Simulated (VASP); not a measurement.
Co: single point with PBEsol

The system is Co.

```
Co
1.0
     2.45747    0.00000    0.00000
    -1.22874    2.12824    0.00000
     0.00000    0.00000    3.96447
Co
2
Direct
  0.66667 0.33333 0.75000
  0.33333 0.66667 0.25000
```

```
Program             : VASP 6.6.1
Task                : single point
Functional          : PBEsol
Potentials or basis : VASP PAW PBE potentials, release 64 (Co)
Cutoff              : 520 eV
k mesh              : 12 × 12 × 7
Occupations         : fermi-dirac, width 0.05 eV
Spin                : collinear spin, ferromagnetic start
Starting moments    : [2.0, 2.0] μB
```

```
Pressure                                              : -1.0 GPa
Net moment                                            : 3.12 μB per cell
Site moments                                          : Co +1.56 μB
Valence electrons inside the program's atomic spheres : Co 8.36
```

Stress tensor (GPa, compression positive):
```
-0.98  0.00  0.00
 0.00 -0.98  0.00
 0.00  0.00 -1.06
```

Levels at points of the mesh, in eV from the Fermi level:
Spin up:
```csv
k point,band 7,band 8,band 9,band 10,band 11,band 12,band 13,band 14,band 15,band 16
"(0.00, 0.00, 0.00)",-2.27,-1.90,-1.90,-0.71,-0.71,-0.12,6.80,22.28,25.27,25.27
"(0.50, 0.00, 0.00)",-2.18,-0.58,-0.46,-0.41,1.44,3.54,10.04,10.74,13.17,14.55
```
Spin down:
```
           k point  band 4  band 5  band 6  band 7  band 8  band 9  band 10  band 11
(0.00, 0.00, 0.00)   -1.05   -1.05   -0.66   -0.66   -0.22   -0.22    -0.10     1.09
(0.50, 0.00, 0.00)   -1.94   -1.23   -1.11   -0.67    1.23    1.38     1.41     2.68
```

Run time: 38 s on 1 thread of Intel Xeon 6975P-C, with other jobs on the host, peak memory 0.17 GiB.

Caveat: the PAW data sets were made with another functional, which shifts forces and pressure a little.
